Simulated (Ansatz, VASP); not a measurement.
One calculation of AgCl, two programs

POSCAR

```
AgCl
1.0
   -0.0499872124      2.9932462515      2.9932462515
    2.9932462515     -0.0499872124      2.9932462515
    2.9432590391      2.9432590391      0.0000000000
Ag Cl
1 1
Direct
   -0.0056904581     -0.0056904581      0.0056904581
    0.2556904581      0.2556904581      0.2443095419
```

File INCAR.step1:

```
SYSTEM = AgCl
ALGO = Normal
EDIFF = 1E-4
ENCUT = 520
GGA = PE
ISMEAR = 0
LASPH = .TRUE.
LCHARG = .FALSE.
LREAL = .FALSE.
LWAVE = .TRUE.
NBANDS = 16
NELM = 80
PREC = Accurate
SIGMA = 0.01
```

File INCAR.step2:

```
SYSTEM = AgCl
ALGO = Normal
EDIFF = 1E-6
ENCUT = 520
ISIF = 2
ISMEAR = 0
ISTART = 1
LASPH = .TRUE.
LCHARG = .FALSE.
LMIXTAU = .TRUE.
LREAL = .FALSE.
LWAVE = .FALSE.
METAGGA = R2SCAN
NBANDS = 16
NELM = 80
PREC = Accurate
SIGMA = 0.01
```

The input KPOINTS:

```
k-points
0
G
  8 8 8
  0 0 0
```

Input for Ansatz:

```yaml
crystal:
  lattice:
    - [-0.0499872124, 2.9932462515, 2.9932462515]
    - [2.9932462515, -0.0499872124, 2.9932462515]
    - [2.9432590391, 2.9432590391, 0.0]
  atoms:
    - { symbol: Ag, position: [-0.0056904581, -0.0056904581, 0.0056904581] }
    - { symbol: Cl, position: [0.2556904581, 0.2556904581, 0.2443095419] }
kpoints:
  mp_grid: { grid: [8, 8, 8] }
  band_path:
    path:
      - [0.0, 0.0, 0.0]
      - [-0.5, -0.5, 0.0]
      - [-0.375, -0.375, 0.25]
      - [-0.375, 0.0, 0.375]
      - [0.0, 0.0, 0.5]
      - [-0.5, -0.25, 0.25]
    npoints: 1
hamiltonian:
  xc: r2scan
scf:
  occupations: { method: fixed }
  n_extra_bands: 4
output:
  forces: true
  stress: true
  eigenvalues: true
  write_density: true
  write_potential: true
  elf: true
  volumetric_format: npy
```

Change from the starting cell: shear_xy strain -3.3%.

Alike in both runs: task single point; functional r2SCAN; k mesh 8 × 8 × 8; no spin polarisation.

|  | VASP | Ansatz |
| --- | --- | --- |
| version | VASP 6.6.1 | Ansatz 0.2.0 |
| potentials or method | VASP PAW PBE potentials, release 64 (Ag, Cl) | plane waves, PAW |
| plane-wave cutoff (eV) | 520 | 500 |
| occupations | gaussian, width 0.01 eV | fixed |
| valence electrons in the cell | 18 | 26 |

|  | VASP | Ansatz | Ansatz less VASP |
| --- | --- | --- | --- |
| gap on the k mesh at the Fermi level (eV) | 1.57 | 1.62 | +0.048 |
| pressure (GPa) | -0.1 | 0.0 | +0.06 |
| traceless stress, the component that is largest in VASP (GPa) | 0.08 | 0.07 | -0.007 |

VASP's potentials were made for PBE, not for r2SCAN. VASP's potentials hold 18 valence electrons a cell and Ansatz's 26, so a difference there can come from the potentials and not from the codes.
